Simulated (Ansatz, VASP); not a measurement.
**Two plane-wave programs on SnO2**

INCAR

```
PREC = Accurate
ENCUT = 520
EDIFF = 1E-6
ISMEAR = -1
SIGMA = 0.05
LREAL = F
LASPH = T
NELM = 100
ALGO = Normal
ISIF = 2
LWAVE = F
LCHARG = F
GGA = RP
NBANDS = 64
```

KPOINTS

```
regular mesh
0
Gamma
  5 5 5
```

File POSCAR:

```
SnO2
1.0
    5.1752560000      0.0000000000      0.0000000000
    0.0000000000      5.1752560000      0.0000000000
    0.0000000000      0.0000000000      5.1752560000
Sn O
4 8
Direct
    0.0000000000      0.0000000000      0.0000000000
    0.5000000000      0.0000000000      0.5000000000
    0.5000000000      0.5000000000      0.0000000000
    0.0000000000      0.5000000000      0.5000000000
    0.6610980000      0.8389020000      0.1610980000
    0.8389020000      0.1610980000      0.6610980000
    0.1610980000      0.6610980000      0.8389020000
    0.3389020000      0.3389020000      0.3389020000
    0.6610980000      0.6610980000      0.6610980000
    0.8389020000      0.3389020000      0.1610980000
    0.1610980000      0.8389020000      0.3389020000
    0.3389020000      0.1610980000      0.8389020000
```

File input.yaml:

```yaml
crystal:
  lattice:
    - [5.175256, 0.0, 0.0]
    - [0.0, 5.175256, 0.0]
    - [0.0, 0.0, 5.175256]
  atoms:
    - { symbol: Sn, position: [0.0, 0.0, 0.0] }
    - { symbol: Sn, position: [0.5, 0.0, 0.5] }
    - { symbol: Sn, position: [0.5, 0.5, 0.0] }
    - { symbol: Sn, position: [0.0, 0.5, 0.5] }
    - { symbol: O, position: [0.661098, 0.838902, 0.161098] }
    - { symbol: O, position: [0.838902, 0.161098, 0.661098] }
    - { symbol: O, position: [0.161098, 0.661098, 0.838902] }
    - { symbol: O, position: [0.338902, 0.338902, 0.338902] }
    - { symbol: O, position: [0.661098, 0.661098, 0.661098] }
    - { symbol: O, position: [0.838902, 0.338902, 0.161098] }
    - { symbol: O, position: [0.161098, 0.838902, 0.338902] }
    - { symbol: O, position: [0.338902, 0.161098, 0.838902] }
hamiltonian:
  xc: rpbe
  pseudopotentials: { kind: paw }
kpoints:
  mp_grid: { grid: [5, 5, 5] }
  band_path:
    path:
      - [[0.0, 0.0, 0.0], [0.0, 0.5, 0.0], [0.5, 0.5, 0.0], [0.0, 0.0, 0.0], [0.5, 0.5, 0.5], [0.0, 0.5, 0.0]]
      - [[0.5, 0.5, 0.0], [0.5, 0.5, 0.5]]
    npoints: 10
scf:
  occupations: { method: fermi_dirac, width: 0.05 }
  n_extra_bands: 30
output:
  forces: true
  stress: true
  eigenvalues: true
  fatbands: false
```

Alike in both runs: functional RPBE; k mesh 5 × 5 × 5; occupations fermi-dirac, width 0.05 eV; no spin polarisation.

|  | VASP | Ansatz |
| --- | --- | --- |
| version | VASP 6.6.1 | Ansatz 0.2.0 |
| potentials or method | VASP PAW PBE potentials, release 64 (Sn_d, O) | Ansatz PAW |
| plane-wave cutoff (eV) | 520 | 420 |
| valence electrons in the cell | 104 | 104 |
| task | single point | band structure |

VASP gave:

```
gap on the k mesh at the Fermi level (eV) : 0.63
least direct gap on the mesh (eV)         : 0.68
pressure (GPa)                            : 4.3
rms of the force components (eV/Å)        : 0.007
```

**Question.** Estimate Ansatz's values.

**Answer.** gap on the k mesh at the Fermi level (eV): 0.64; least direct gap on the mesh (eV): 0.69; pressure (GPa): 3.7; rms of the force components (eV/Å): 0.007.

VASP's potentials were made for PBE, not for RPBE. Atom by atom the forces differ by 0.001 eV/Å (rms over components).
